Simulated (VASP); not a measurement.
A run of VASP 6.6.1:

File INCAR:

```
PREC = Accurate
ENCUT = 520
EDIFF = 1E-7
ISMEAR = 0
SIGMA = 0.01
LREAL = False
LASPH = True
NELM = 60
ALGO = Normal
ISIF = 2
LWAVE = False
LCHARG = True
GGA = PE
LELF = True
LVHAR = True
NBANDS = 28
```

File KPOINTS:

```
regular mesh
0
Gamma
  6 6 4
```

File POSCAR:

```
PbO
1.0
    4.2603255280      0.0000000001      0.0000000000
   -2.1301627640      3.6895501356      0.0000000000
    0.0000000000      0.0000000000      5.2767566649
Pb O
2 2
Direct
    0.3333333333      0.6666666667      0.2500000000
    0.6666666667      0.3333333333      0.7500000000
    0.6666666667      0.3333333333      0.2500000000
    0.3333333333      0.6666666667      0.7500000000
```

Potentials or basis: VASP PAW PBE potentials, release 64 (Pb_d, O).

The run is started by

```bash
$ cat potpaw_PBE.64/Pb_d/POTCAR potpaw_PBE.64/O/POTCAR > POTCAR
$ mpirun -np 1 vasp_std > vasp.out
```

Hardware: 1 thread of Intel Xeon 8259CL, with other jobs on the host.

How long does it take, and how much memory?

It took 49 s on 1 thread of Intel Xeon 8259CL, with other jobs on the host, peak memory 0.2 GiB. Counts: scf iterations 15, k points 21.
